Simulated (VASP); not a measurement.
# Pt in VASP: further runs

Runs on Pt. Level: LDA. Tasks: single point.

Program: VASP 6.6.1. These are calculated values, not measurements. Logs are shortened: lines on timing, memory, paths and dates and some standing lists are left out, and cuts for length are marked.

## Step 1: The cell of the first run

Symmetry: Im-3m, No. 229, cubic system. Conventional cell: a = 3.168 Å, b = 3.168 Å, c = 3.168 Å, α = 90.00°, β = 90.00°, γ = 90.00°. Pt (site symmetry m-3m) has 14 Pt at 2.74 to 3.17 Å within 3.6 Å.

## Step 2: Single point, LDA

File INCAR:

```
SYSTEM = Pt
  PREC = Accurate
  ENCUT = 520
  EDIFF = 1E-6
  ISMEAR = 0
  SIGMA = 0.1
  LREAL = .False.
  LASPH = .True.
  NELM = 80
  ALGO = Normal
  ISIF = 2
  LWAVE = .False.
  LCHARG = .False.
  GGA = CA
  NBANDS = 11
```

File KPOINTS:

```
regular mesh
0
Gamma
  15 15 15
  0 0 0
```

File POSCAR:

```
Pt
1.0
   -1.5842200000      1.5842200000      1.5842200000
    1.5842200000     -1.5842200000      1.5842200000
    1.5842200000      1.5842200000     -1.5842200000
Pt
1
Direct
    0.0000000000      0.0000000000      0.0000000000
```

Potentials or basis: VASP PAW LDA potentials, release 64 (Pt).

The run is started by

```sh
> cat potpaw_LDA.64/Pt/POTCAR > POTCAR
> mpirun -np 1 vasp_std > vasp.out
```

OUTCAR:

```text
SYSTEM = Pt
   PREC = Accurate
   ENCUT = 520
   EDIFF = 1E-6
   ISMEAR = 0
   LREAL = .False.
   LASPH = .True.
   NELM = 80
   ISIF = 2
   GGA = CA

 ion  position               nearest neighbor table
   1  0.000  0.000  0.000-

  LATTYP: Found a body centered cubic cell.
 ALAT       =     3.1684400000

  Lattice vectors:

 A1 = (  -1.5842200000,   1.5842200000,   1.5842200000)
 A2 = (   1.5842200000,  -1.5842200000,   1.5842200000)
 A3 = (   1.5842200000,   1.5842200000,  -1.5842200000)

Analysis of symmetry for initial positions (statically):
=====================================================================
 Subroutine PRICEL returns:
 Original cell was already a primitive cell.

 Routine SETGRP: Setting up the symmetry group for a
 body centered cubic supercell.

 Subroutine GETGRP returns: Found 48 space group operations
 (whereof 48 operations were pure point group operations)
 out of a pool of 48 trial point group operations.

The static configuration has the point symmetry O_h .

Analysis of symmetry for dynamics (positions and initial velocities):
=====================================================================
 Subroutine PRICEL returns:
 Original cell was already a primitive cell.

 Routine SETGRP: Setting up the symmetry group for a
 body centered cubic supercell.

 Subroutine GETGRP returns: Found 48 space group operations
 (whereof 48 operations were pure point group operations)
 out of a pool of 48 trial point group operations.

The dynamic configuration has the point symmetry O_h .

 Subroutine INISYM returns: Found 48 space group operations
 (whereof 48 operations are pure point group operations),
 and found     1 'primitive' translations

----------------------------------------------------------------------------------------

                                     Primitive cell

  volume of cell :      15.9040

  direct lattice vectors                    reciprocal lattice vectors
    -1.584220000  1.584220000  1.584220000     0.000000000  0.315612731  0.315612731
     1.584220000 -1.584220000  1.584220000     0.315612731  0.000000000  0.315612731
     1.584220000  1.584220000 -1.584220000     0.315612731  0.315612731  0.000000000

  length of vectors
     2.743949530  2.743949530  2.743949530     0.446343804  0.446343804  0.446343804

  position of ions in fractional coordinates (direct lattice)
     0.000000000  0.000000000  0.000000000

  ion indices of the primitive-cell ions
   primitive index   ion index
                 1           1

----------------------------------------------------------------------------------------

 KPOINTS: regular mesh

Automatic generation of k-mesh.
 Grid dimensions read from file:
 generate k-points for:   15   15   15

 Generating k-lattice:

  Cartesian coordinates                     Fractional coordinates (reciprocal lattice)
     0.000000000  0.021040849  0.021040849     0.066666667  0.000000000  0.000000000
     0.021040849  0.000000000  0.021040849     0.000000000  0.066666667  0.000000000
     0.021040849  0.021040849  0.000000000     0.000000000  0.000000000  0.066666667

  Length of vectors
     0.029756254  0.029756254  0.029756254

  Shift w.r.t. Gamma in fractional coordinates (k-lattice)
     0.000000000  0.000000000  0.000000000

 Subroutine IBZKPT returns following result:
 ===========================================

 Found    120 irreducible k-points:

 Following reciprocal coordinates:
            Coordinates               Weight
  0.000000  0.000000  0.000000      1.000000
  0.066667  0.000000  0.000000     12.000000
  0.133333  0.000000  0.000000     12.000000
  0.200000  0.000000  0.000000     12.000000
  0.266667  0.000000  0.000000     12.000000
  0.333333  0.000000  0.000000     12.000000
[... 16 lines left out ...]
  0.333333  0.200000  0.000000     48.000000
  0.400000  0.200000  0.000000     24.000000
 [... further k-points ...]
   k-points           NKPTS =    120   k-points in BZ     NKDIM =    120   number of bands    NBANDS=     11
   number of dos      NEDOS =    301   number of ions     NIONS =      1
   total plane-waves  NPLWV =   8000
   dimension x,y,z NGX =    20 NGY =   20 NGZ =   20
   dimension x,y,z NGXF=    40 NGYF=   40 NGZF=   40
   ions per type =               1
   NGX,Y,Z   is equivalent  to a cutoff of  12.12, 12.12, 12.12 a.u.
   NGXF,Y,Z  is equivalent  to a cutoff of  24.23, 24.23, 24.23 a.u.
 SYSTEM =  Pt
   PREC   = accura    normal or accurate (medium, high low for compatibility)
   ISTART =      0    job   : 0-new  1-cont  2-samecut
   ICHARG =      2    charge: 1-file 2-atom 10-const
   ISPIN  =      1    spin polarized calculation?
   LNONCOLLINEAR =      F non collinear calculations
   LSORBIT =      F    spin-orbit coupling
   LASPH  =      T    aspherical Exc in radial PAW
   ENCUT  =  520.0 eV  38.22 Ry    6.18 a.u.   5.10  5.10  5.10*2*pi/ulx,y,z
   NELM   =     80;   NELMIN=  2; NELMDL= -5     # of ELM steps
   EDIFF  = 0.1E-05   stopping-criterion for ELM
   LREAL  =      F    real-space projection
   EDIFFG = 0.1E-04   stopping-criterion for IOM
   NSW    =      0    number of steps for IOM
   IBRION =     -1    ionic relax: 0-MD 1-quasi-New 2-CG
   NFREE  =      0    steps in history (QN), initial steepest desc. (CG)
   ISIF   =      2    stress and relaxation
   ISYM   =      2    0-nonsym 1-usesym 2-fastsym
   POTIM  = 0.5000    time-step for ionic-motion
   TEBEG  =    0.0;   TEEND  =   0.0 temperature during run
   PSTRESS=    0.0 pullay stress
   NELECT =      10.0000    total number of electrons
   NUPDOWN=      -1.0000    fix difference up-down
   EMIN   =  10.00;   EMAX   =-10.00  energy-range for DOS
   EFERMI =   0.00;   METHOD = LEGACY
   ISMEAR =     0;   SIGMA  =   0.10  broadening in eV -4-tet -1-fermi 0-gaus
   EFERMI_NEDOS =   21; number of points for ismear=-14 and -15
   IALGO  =     38    algorithm
   IMIX   =      4    mixing-type and parameters
     AMIX     =   0.40;   BMIX     =  1.00
     AMIX_MAG =   1.60;   BMIX_MAG =  1.00
  volume/ion in A,a.u.               =      15.90       107.33
  Fermi-wavevector in a.u.,A,eV,Ry     =   1.402510  2.650360 26.763132  1.967035
  Thomas-Fermi vector in A             =   2.525265
   LORBIT       =      0    0 simple, 1 ext, 2 COOP (PROOUT), +10 PAW based schemes
   GGA     = CA    functional components
   LHFCALC =     F    Hartree Fock is set to
   AEXX    =    0.0000 exact exchange contribution
   IVDW    =     0    specifies the selected vdW correction
   LEPSILON=     F    determine dielectric tensor
   LRPA    =     F    only Hartree local field effects (RPA)
 non-spin polarized calculation
 Gauss-broadening in eV      SIGMA  =   0.10
  energy-cutoff  :      520.00
  volume of cell :       15.90
 maximum number of plane-waves:       442
   NGX = 11   NGY = 11   NGZ = 11

 number of electron      10.0000000 magnetization

 Free energy of the ion-electron system (eV)
  ---------------------------------------------------
  ext. energy  EPLUGINS =         0.00000000
  ---------------------------------------------------
  free energy    TOTEN  =        -7.35187172 eV

  energy without entropy =       -7.34782716  energy(sigma->0) =       -7.34984944

 E-fermi :   9.9648     XC(G=0): -13.3762

 val. band max:        9.9571418829   @ k =   0.4667   0.0667  -0.0000
 cond. band min:       9.9756354343   @ k =  -0.4000   0.4000   0.4000
 fundamental gap:      0.0184935514
 Fermi energy:         9.9647861216

 k-point     1 :       0.0000    0.0000    0.0000
  band No.  band energies     occupation
      1       0.4797      2.00000
      2       6.4599      2.00000
      3       6.4599      2.00000
      4       6.4599      2.00000
      5       8.9771      2.00000
      6       8.9771      2.00000
      7      27.0065      0.00000
      8      27.0065      0.00000
      9      27.0065      0.00000
     10      37.0237      0.00000
     11      37.0274      0.00000

 k-point     2 :       0.0667    0.0000    0.0000
  band No.  band energies     occupation
      1       0.6596      2.00000
      2       6.3898      2.00000
      3       6.4602      2.00000
      4       6.6037      2.00000
      5       8.8864      2.00000
      6       8.9818      2.00000
      7      27.0897      0.00000
      8      27.1490      0.00000
      9      27.2708      0.00000
     10      34.6995      0.00000
     11      35.1931      0.00000

 k-point     3 :       0.1333    0.0000    0.0000
  band No.  band energies     occupation
      1       1.1771      2.00000
      2       6.1972      2.00000
      3       6.4484      2.00000
      4       7.0252      2.00000
      5       8.6896      2.00000
      6       8.9991      2.00000
      7      27.1557      0.00000
      8      27.2187      0.00000
      9      28.0370      0.00000
     10      32.9789      0.00000
     11      33.0491      0.00000

 k-point     4 :       0.2000    0.0000    0.0000
  band No.  band energies     occupation
      1       1.9483      2.00000
      2       5.9268      2.00000
      3       6.4331      2.00000
      4       7.6943      2.00000
      5       8.5480      2.00000
      6       9.0359      2.00000
      7      26.1091      0.00000
      8      26.7034      0.00000
      9      29.2295      0.00000
     10      32.1182      0.00000
     11      32.5213      0.00000

 k-point     5 :       0.2667    0.0000    0.0000
  band No.  band energies     occupation
      1       2.7633      2.00000
      2       5.6335      2.00000
      3       6.5893      2.00000
      4       8.5519      2.00000
      5       8.5588      2.00000
      6       9.0953      2.00000
      7      23.6929      0.00000
      8      25.6664      0.00000
      9      30.7289      0.00000
     10      30.7416      0.00000
     11      32.5302      0.00000
[... 211 lines left out ...]
 k-point    21 :       0.2000    0.2000    0.0000
  band No.  band energies     occupation
      1       3.8945      2.00000
      2       5.6879      2.00000
      3       5.9599      2.00000
      4       8.4161      2.00000
      5       9.2944      2.00000
      6      10.5103      0.00000
      7      21.5384      0.00000
      8      23.9295      0.00000
      9      26.8213      0.00000
     10      30.2847      0.00000
     11      34.8077      0.00000

 k-point    22 :       0.2667    0.2000   -0.0000
  band No.  band energies     occupation
      1       4.2300      2.00000
      2       5.5096      2.00000
      3       6.4143      2.00000
      4       8.5735      2.00000
      5       9.3533      2.00000
      6      11.8938      0.00000
      7      19.2512      0.00000
      8      22.6075      0.00000
      9      26.0644      0.00000
     10      31.0651      0.00000
     11      34.7189      0.00000

 k-point    23 :       0.3333    0.2000    0.0000
  band No.  band energies     occupation
      1       4.2672      2.00000
      2       5.3987      2.00000
      3       6.9894      2.00000
      4       8.7327      2.00000
      5       9.4864      2.00000
      6      13.3518      0.00000
      7      17.0850      0.00000
      8      21.6222      0.00000
      9      25.5870      0.00000
     10      31.9855      0.00000
     11      33.9423      0.00000

 k-point    24 :       0.4000    0.2000    0.0000
  band No.  band energies     occupation
      1       4.2522      2.00000
      2       5.3645      2.00000
      3       7.2267      2.00000
      4       8.7711      2.00000
      5       9.6152      2.00000
      6      14.4927      0.00000
      7      15.6700      0.00000
      8      21.2333      0.00000
      9      25.4233      0.00000
     10      32.7774      0.00000
     11      33.1484      0.00000

 [... further k-points ...]
[... 5 lines left out ...]
  --------------------------------------------------------------------------------------
  -------------------------------------------------------------------------------------
  Total       -1.5429294     -1.5429294     -1.5429294      0.0000000     -0.0000000      0.0000000
  in kB     -155.4354811   -155.4354811   -155.4354811      0.0000000     -0.0000000      0.0000000
  external PRESSURE =    -155.4354811 kB  Pullay stress =       0.0000000 kB

 VOLUME and BASIS-vectors are now :
 -----------------------------------------------------------------------------
  energy-cutoff  :      520.00
  volume of cell :       15.90
      direct lattice vectors                 reciprocal lattice vectors
    -1.584220000  1.584220000  1.584220000     0.000000000  0.315612731  0.315612731
     1.584220000 -1.584220000  1.584220000     0.315612731  0.000000000  0.315612731
     1.584220000  1.584220000 -1.584220000     0.315612731  0.315612731  0.000000000

 POSITION                                       TOTAL-FORCE (eV/Angst)
 -----------------------------------------------------------------------------------
      0.00000      0.00000      0.00000        -0.000000     -0.000000     -0.000000
 -----------------------------------------------------------------------------------
    total drift:                                0.000000     -0.000000      0.000000

  FREE ENERGIE OF THE ION-ELECTRON SYSTEM (eV)
  ---------------------------------------------------
  free  energy   TOTEN  =        -7.3518717245 eV

  energy  without entropy=       -7.3478271642  energy(sigma->0) =       -7.34984944
```

Wall time 12 s (1 thread of Intel Xeon 8259CL, shared host); peak memory 0.13 GiB.

What came out:

```yaml
Free_energy: -7.3519 eV
Pressure: -15.5 GPa
Band_gap_on_the_k_mesh: zero (band 5 reaches 10.87 eV, above the bottom of band 6 at 8.83 eV)
```

Caveat: spin-orbit coupling is left out, which moves the levels of the heavy elements.

## Step 3: Single point, LDA

This run uses another cell than the first one, of 14.96 Å³/atom, 0.941 times its volume.

File INCAR:

```
PREC = Accurate
ENCUT = 520
EDIFF = 1E-6
ISMEAR = 0
SIGMA = 0.1
LREAL = F
LASPH = T
NELM = 80
ALGO = Normal
ISIF = 2
LWAVE = F
LCHARG = F
NBANDS = 11
```

File KPOINTS:

```
Automatic mesh
0
Gamma
  15 15 15
```

File POSCAR:

```
Pt
1.0
   -1.5366934000      1.5366934000      1.5842200000
    1.5366934000     -1.5366934000      1.5842200000
    1.5366934000      1.5366934000     -1.5842200000
Pt
1
Direct
    0.0000000000      0.0000000000      0.0000000000
```

Potentials or basis: VASP PAW LDA potentials, release 64 (Pt).

The run is started by

```sh
> cat potpaw_LDA.64/Pt/POTCAR > POTCAR
> mpirun -np 1 vasp_std > vasp.out
```

It took 27 s on 1 thread of Intel Xeon 8259CL, shared host; peak memory 0.16 GiB.

It converged, with:

* Free energy: -7.4042 eV
* Pressure: -0.5 GPa
* Band gap on the k mesh: zero (band 5 reaches 12.15 eV, above the bottom of band 6 at 9.86 eV)

Stress tensor (GPa, compression positive):
```
-1.50  0.00  0.00
 0.00 -1.50  0.00
 0.00  0.00  1.45
```

Levels at points of the mesh, in eV from the Fermi level:
```
           k point  band 2  band 3  band 4  band 5  band 6  band 7  band 8  band 9
(0.00, 0.00, 0.00)   -3.93   -3.93   -3.66   -1.29   -0.93   16.62   17.21   17.21
```

Caveat: spin-orbit coupling is left out, which moves the levels of the heavy elements.

(Part 1 of 2 ends here.)
